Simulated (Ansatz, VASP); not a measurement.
# PtSe2: VASP beside Ansatz

```xyz
3
Lattice="3.6123 0.0000 0.0000 -1.8061 3.1283 0.0000 0.0000 0.0000 5.1379" Properties=species:S:1:pos:R:3 pbc="T T T"
Pt    0.0000    0.0000    0.0000
Se    0.0000    2.0856    1.2845
Se    1.8061    1.0428    3.8534
```

Change from the starting cell: strain -0.030 along x and y, +0.015 along z, atoms carried along.

Alike in both runs: task single point; functional PBE; k mesh 12 × 12 × 10; occupations gaussian, width 0.15 eV; no spin polarisation.

```csv
,VASP,Ansatz
version,VASP 6.6.1,Ansatz 0.2.0
potentials or method,"VASP PAW PBE potentials, release 64 (Pt, Se), cutoff 520 eV","scalar-relativistic, plane waves, PAW"
valence electrons in the cell,22,50
```

|  | VASP | Ansatz | Ansatz less VASP |
| --- | --- | --- | --- |
| gap on the k mesh at the Fermi level (eV) | none | none | - |
| pressure (GPa) | 16.6 | 16.5 | -0.04 |
| traceless stress, the component that is largest in VASP (GPa) | -4.74 | -4.72 | +0.020 |
| rms of the force components (eV/Å) | 0.547 | 0.542 | -0.0049 |

Atom by atom the forces differ by 0.005 eV/Å (rms over components). A gap of «none» marks a metal or a gap that the smearing closes. VASP's potentials hold 22 valence electrons a cell and Ansatz's 50, so a difference there can come from the potentials and not from the codes.

Spin-orbit coupling is off throughout.
